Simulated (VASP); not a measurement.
# Ca (Fm-3m) in VASP: further runs

Runs on Ca. Level: r2SCAN. Tasks: single point.

All numbers are computed with VASP 6.6.1; they aren't measurements. Logs are shortened: lines on timing, memory, paths and dates and some standing lists are left out, and cuts for length are marked.

### Step 1. The cell of the first run

Symmetry: Fm-3m, No. 225, cubic system. Conventional cell: a = 5.567 Å, b = 5.567 Å, c = 5.567 Å, α = 90.00°, β = 90.00°, γ = 90.00°. Within 5.2 Å of Ca (site symmetry m-3m) lie 12 Ca at 3.94 Å.

### Step 2. Single point, r2SCAN

The input, POSCAR:

```
Ca
1.0
    0.0000000000      2.7835023068      2.7835023068
    2.7835023068      0.0000000000      2.7835023068
    2.7835023068      2.7835023068      0.0000000000
Ca
1
Direct
    0.0000000000      0.0000000000      0.0000000000
```

The input, INCAR.step1:

```
PREC     = Accurate       # precision mode
ENCUT    = 520            # plane-wave cutoff, eV
ISMEAR   = -1             # smearing method
SIGMA    = 0.03           # smearing width, eV
LREAL    = False          # projectors in reciprocal space
LASPH    = True           # aspherical terms in the spheres
NELM     = 60             # most SCF steps
NBANDS   = 11             # bands
GGA      = PE             # functional
ALGO     = Normal         # electronic algorithm
EDIFF    = 1E-4           # SCF threshold, eV
LWAVE    = True           # write WAVECAR
LCHARG   = False          # write CHGCAR
```

The input, INCAR.step2:

```
PREC     = Accurate       # precision mode
ENCUT    = 520            # plane-wave cutoff, eV
EDIFF    = 1E-6           # SCF threshold, eV
ISMEAR   = -1             # smearing method
SIGMA    = 0.03           # smearing width, eV
LREAL    = False          # projectors in reciprocal space
LASPH    = True           # aspherical terms in the spheres
NELM     = 60             # most SCF steps
ALGO     = Normal         # electronic algorithm
ISIF     = 2              # what is computed and relaxed
LWAVE    = False          # write WAVECAR
LCHARG   = False          # write CHGCAR
METAGGA  = R2SCAN         # meta-GGA
LMIXTAU  = True         
NBANDS   = 11             # bands
ISTART   = 1
```

The input, KPOINTS:

```
regular mesh
0
Gamma
  10 10 10
```

Potentials or basis: VASP PAW PBE potentials, release 64 (Ca_sv).

Run with:

```
cat potpaw_PBE.64/Ca_sv/POTCAR > POTCAR
cp INCAR.step1 INCAR
mpirun -np 1 vasp_std > vasp.out
cp INCAR.step2 INCAR
mpirun -np 1 vasp_std > vasp.out
```

OUTCAR:

```text
PREC = Accurate
   ENCUT = 520
   EDIFF = 1E-6
   ISMEAR = -1
   LREAL = False
   LASPH = True
   NELM = 60
   ISIF = 2
   METAGGA = R2SCAN
   ISTART = 1

 ion  position               nearest neighbor table
   1  0.000  0.000  0.000-

  LATTYP: Found a face centered cubic cell.
 ALAT       =     5.5670046136

  Lattice vectors:

 A1 = (   0.0000000000,   2.7835023068,   2.7835023068)
 A2 = (   2.7835023068,   0.0000000000,   2.7835023068)
 A3 = (   2.7835023068,   2.7835023068,   0.0000000000)

Analysis of symmetry for initial positions (statically):
=====================================================================
 Subroutine PRICEL returns:
 Original cell was already a primitive cell.

 Routine SETGRP: Setting up the symmetry group for a
 face centered cubic supercell.

 Subroutine GETGRP returns: Found 48 space group operations
 (whereof 48 operations were pure point group operations)
 out of a pool of 48 trial point group operations.

The static configuration has the point symmetry O_h .

Analysis of symmetry for dynamics (positions and initial velocities):
=====================================================================
 Subroutine PRICEL returns:
 Original cell was already a primitive cell.

 Routine SETGRP: Setting up the symmetry group for a
 face centered cubic supercell.

 Subroutine GETGRP returns: Found 48 space group operations
 (whereof 48 operations were pure point group operations)
 out of a pool of 48 trial point group operations.

The dynamic configuration has the point symmetry O_h .

 Subroutine INISYM returns: Found 48 space group operations
 (whereof 48 operations are pure point group operations),
 and found     1 'primitive' translations

----------------------------------------------------------------------------------------

                                     Primitive cell

  volume of cell :      43.1325

  direct lattice vectors                    reciprocal lattice vectors
     0.000000000  2.783502307  2.783502307    -0.179629813  0.179629813  0.179629813
     2.783502307  0.000000000  2.783502307     0.179629813 -0.179629813  0.179629813
     2.783502307  2.783502307  0.000000000     0.179629813  0.179629813 -0.179629813

  length of vectors
     3.936466713  3.936466713  3.936466713     0.311127963  0.311127963  0.311127963

  position of ions in fractional coordinates (direct lattice)
     0.000000000  0.000000000  0.000000000

  ion indices of the primitive-cell ions
   primitive index   ion index
                 1           1

----------------------------------------------------------------------------------------

 KPOINTS: regular mesh

Automatic generation of k-mesh.
 Grid dimensions read from file:
 generate k-points for:   10   10   10

 Generating k-lattice:

  Cartesian coordinates                     Fractional coordinates (reciprocal lattice)
    -0.017962981  0.017962981  0.017962981     0.100000000  0.000000000  0.000000000
     0.017962981 -0.017962981  0.017962981     0.000000000  0.100000000  0.000000000
     0.017962981  0.017962981 -0.017962981     0.000000000  0.000000000  0.100000000

  Length of vectors
     0.031112796  0.031112796  0.031112796

  Shift w.r.t. Gamma in fractional coordinates (k-lattice)
     0.000000000  0.000000000  0.000000000

 Subroutine IBZKPT returns following result:
 ===========================================

 Found     47 irreducible k-points:

 Following reciprocal coordinates:
            Coordinates               Weight
  0.000000  0.000000  0.000000      1.000000
  0.100000  0.000000  0.000000      8.000000
  0.200000  0.000000  0.000000      8.000000
  0.300000  0.000000  0.000000      8.000000
  0.400000  0.000000  0.000000      8.000000
  0.500000  0.000000  0.000000      4.000000
[... 16 lines left out ...]
  0.300000  0.300000  0.000000      6.000000
  0.400000  0.300000  0.000000     24.000000
 [... further k-points ...]
   k-points           NKPTS =     47   k-points in BZ     NKDIM =     47   number of bands    NBANDS=     11
   number of dos      NEDOS =    301   number of ions     NIONS =      1
   total plane-waves  NPLWV =  27000
   dimension x,y,z NGX =    30 NGY =   30 NGZ =   30
   dimension x,y,z NGXF=    60 NGYF=   60 NGZF=   60
   ions per type =               1
   NGX,Y,Z   is equivalent  to a cutoff of  12.67, 12.67, 12.67 a.u.
   NGXF,Y,Z  is equivalent  to a cutoff of  25.34, 25.34, 25.34 a.u.
 SYSTEM =  unknown system
   PREC   = accura    normal or accurate (medium, high low for compatibility)
   ISTART =      1    job   : 0-new  1-cont  2-samecut
   ICHARG =      0    charge: 1-file 2-atom 10-const
   ISPIN  =      1    spin polarized calculation?
   LNONCOLLINEAR =      F non collinear calculations
   LSORBIT =      F    spin-orbit coupling
   LASPH  =      T    aspherical Exc in radial PAW
   ENCUT  =  520.0 eV  38.22 Ry    6.18 a.u.   7.32  7.32  7.32*2*pi/ulx,y,z
   NELM   =     60;   NELMIN=  2; NELMDL=  0     # of ELM steps
   EDIFF  = 0.1E-05   stopping-criterion for ELM
   LREAL  =      F    real-space projection
   EDIFFG = 0.1E-04   stopping-criterion for IOM
   NSW    =      0    number of steps for IOM
   IBRION =     -1    ionic relax: 0-MD 1-quasi-New 2-CG
   NFREE  =      0    steps in history (QN), initial steepest desc. (CG)
   ISIF   =      2    stress and relaxation
   ISYM   =      2    0-nonsym 1-usesym 2-fastsym
   POTIM  = 0.5000    time-step for ionic-motion
   TEBEG  =    0.0;   TEEND  =   0.0 temperature during run
   PSTRESS=    0.0 pullay stress
   NELECT =      10.0000    total number of electrons
   NUPDOWN=      -1.0000    fix difference up-down
   EMIN   =  10.00;   EMAX   =-10.00  energy-range for DOS
   EFERMI =   0.00;   METHOD = LEGACY
   ISMEAR =    -1;   SIGMA  =   0.03  broadening in eV -4-tet -1-fermi 0-gaus
   EFERMI_NEDOS =   21; number of points for ismear=-14 and -15
   IALGO  =     38    algorithm
   IMIX   =      4    mixing-type and parameters
     AMIX     =   0.40;   BMIX     =  1.00
     AMIX_MAG =   1.60;   BMIX_MAG =  1.00
  volume/ion in A,a.u.               =      43.13       291.07
  Fermi-wavevector in a.u.,A,eV,Ry     =   1.005711  1.900518 13.761678  1.011455
  Thomas-Fermi vector in A             =   2.138408
   LORBIT       =      0    0 simple, 1 ext, 2 COOP (PROOUT), +10 PAW based schemes
   METAGGA = R2SCAN    functional components
   LHFCALC =     F    Hartree Fock is set to
   AEXX    =    0.0000 exact exchange contribution
   IVDW    =     0    specifies the selected vdW correction
   LEPSILON=     F    determine dielectric tensor
   LRPA    =     F    only Hartree local field effects (RPA)
 non-spin polarized calculation
  energy-cutoff  :      520.00
  volume of cell :       43.13
 maximum number of plane-waves:      1211
 NGX is ok and might be reduce to    30
   NGX = 15   NGY = 15   NGZ = 15

 number of electron       9.9999998 magnetization

 Free energy of the ion-electron system (eV)
  ---------------------------------------------------
  ext. energy  EPLUGINS =         0.00000000
  ---------------------------------------------------
  free energy    TOTEN  =        -7.03641242 eV

  energy without entropy =       -7.03344426  energy(sigma->0) =       -7.03492834

 E-fermi :   1.9349     XC(G=0):  -8.1479

 val. band max:        1.8968828008   @ k =  -0.4000   0.3000   0.0000
 cond. band min:       1.9392411837   @ k =  -0.3000   0.4000   0.1000
 fundamental gap:      0.0423583829
 Fermi energy:         1.9349314174

 k-point     1 :       0.0000    0.0000    0.0000
  band No.  band energies     occupation
      1     -41.9222      2.00000
      2     -21.9527      2.00000
      3     -21.9527      2.00000
      4     -21.9527      2.00000
      5      -2.3369      2.00000
      6       4.5872      0.00000
      7       4.5873      0.00000
      8       4.5873      0.00000
      9       5.6865      0.00000
     10       5.6865      0.00000
     11      11.4198      0.00000

 k-point     2 :       0.1000    0.0000    0.0000
  band No.  band energies     occupation
      1     -41.9209      2.00000
      2     -21.9658      2.00000
      3     -21.9545      2.00000
      4     -21.9544      2.00000
      5      -2.1594      2.00000
      6       4.3832      0.00000
      7       4.6509      0.00000
      8       4.6509      0.00000
      9       5.6302      0.00000
     10       5.6302      0.00000
     11      11.5870      0.00000

 k-point     3 :       0.2000    0.0000    0.0000
  band No.  band energies     occupation
      1     -41.9176      2.00000
      2     -21.9999      2.00000
      3     -21.9591      2.00000
      4     -21.9590      2.00000
      5      -1.6433      2.00000
      6       3.8681      0.00000
      7       4.7370      0.00000
      8       4.7371      0.00000
      9       5.6040      0.00000
     10       5.6040      0.00000
     11      10.4985      0.00000

 k-point     4 :       0.3000    0.0000    0.0000
  band No.  band energies     occupation
      1     -41.9136      2.00000
      2     -22.0418      2.00000
      3     -21.9648      2.00000
      4     -21.9648      2.00000
      5      -0.8393      2.00000
      6       3.1786      0.00000
      7       4.6519      0.00000
      8       4.6519      0.00000
      9       5.8518      0.00000
     10       5.8519      0.00000
     11       9.0018      0.00000

 k-point     5 :       0.4000    0.0000    0.0000
  band No.  band energies     occupation
      1     -41.9103      2.00000
      2     -22.0753      2.00000
      3     -21.9694      2.00000
      4     -21.9694      2.00000
      5       0.1547      2.00000
      6       2.3521      0.00000
      7       4.5066      0.00000
      8       4.5067      0.00000
      9       6.2177      0.00000
     10       6.2177      0.00000
     11       7.9504      0.00000
[... 211 lines left out ...]
 k-point    21 :      -0.3000    0.2000    0.0000
  band No.  band energies     occupation
      1     -41.9091      2.00000
      2     -22.0557      2.00000
      3     -22.0031      2.00000
      4     -21.9712      2.00000
      5       0.3275      2.00000
      6       2.8209      0.00000
      7       3.7396      0.00000
      8       4.8898      0.00000
      9       5.7168      0.00000
     10       6.6392      0.00000
     11       8.3257      0.00000

 k-point    22 :      -0.2000    0.2000    0.0000
  band No.  band energies     occupation
      1     -41.9122      2.00000
      2     -22.0352      2.00000
      3     -21.9902      2.00000
      4     -21.9642      2.00000
      5      -0.5737      2.00000
      6       3.3178      0.00000
      7       4.1053      0.00000
      8       5.0312      0.00000
      9       5.2849      0.00000
     10       6.3248      0.00000
     11       9.4821      0.00000

 k-point    23 :       0.3000    0.3000    0.0000
  band No.  band energies     occupation
      1     -41.9108      2.00000
      2     -22.0376      2.00000
      3     -21.9849      2.00000
      4     -21.9849      2.00000
      5      -0.3819      2.00000
      6       3.2089      0.00000
      7       4.0041      0.00000
      8       5.4391      0.00000
      9       5.4391      0.00000
     10       6.1222      0.00000
     11      10.3560      0.00000

 k-point    24 :       0.4000    0.3000    0.0000
  band No.  band energies     occupation
      1     -41.9082      2.00000
      2     -22.0557      2.00000
      3     -21.9946      2.00000
      4     -21.9904      2.00000
      5       0.3087      2.00000
      6       2.9481      0.00000
      7       3.5863      0.00000
      8       5.5500      0.00000
      9       5.8603      0.00000
     10       6.3337      0.00000
     11       8.9616      0.00000

 [... further k-points ...]
[... 5 lines left out ...]
  --------------------------------------------------------------------------------------
  -------------------------------------------------------------------------------------
  Total        0.0053591      0.0053591      0.0053591      0.0000000      0.0000000      0.0000000
  in kB        0.1990655      0.1990655      0.1990655      0.0000000      0.0000000      0.0000000
  external PRESSURE =       0.1990655 kB  Pullay stress =       0.0000000 kB

 VOLUME and BASIS-vectors are now :
 -----------------------------------------------------------------------------
  energy-cutoff  :      520.00
  volume of cell :       43.13
      direct lattice vectors                 reciprocal lattice vectors
     0.000000000  2.783502307  2.783502307    -0.179629813  0.179629813  0.179629813
     2.783502307  0.000000000  2.783502307     0.179629813 -0.179629813  0.179629813
     2.783502307  2.783502307  0.000000000     0.179629813  0.179629813 -0.179629813

 POSITION                                       TOTAL-FORCE (eV/Angst)
 -----------------------------------------------------------------------------------
      0.00000      0.00000      0.00000         0.000000      0.000000      0.000000
 -----------------------------------------------------------------------------------
    total drift:                               -0.000000     -0.000000      0.000000

  FREE ENERGIE OF THE ION-ELECTRON SYSTEM (eV)
  ---------------------------------------------------
  free  energy   TOTEN  =        -7.0364124234 eV

  energy  without entropy=       -7.0334442570  energy(sigma->0) =       -7.03492834
```

Run time: 46 s. Hardware: 1 thread of Intel Xeon Platinum 8559C (Emerald Rapids), shared host; peak memory 0.17 GiB.

What came out:

* Free energy: -7.0364 eV
* Pressure: 0.0 GPa
* Band gap on the k mesh: zero (bands 5 and 6 overlap by 0.48 eV)

Levels at points of the mesh, in eV from the Fermi level:
```
           k point  band 3  band 4  band 5  band 6  band 7  band 8
(0.00, 0.00, 0.00)  -23.89  -23.89   -4.27    2.65    2.65    2.65
(0.50, 0.00, 0.00)  -23.91  -23.91   -0.96   -0.32    2.51    2.51
(0.50, 0.50, 0.00)  -23.94  -23.94   -0.41    0.74    0.88    4.44
```

Caveat: the PAW data sets were made with another functional, which shifts forces and pressure a little.

(Part 1 of 2 ends here.)

The gap in the log of VASP goes by the Fermi energy; the results here count the filled bands.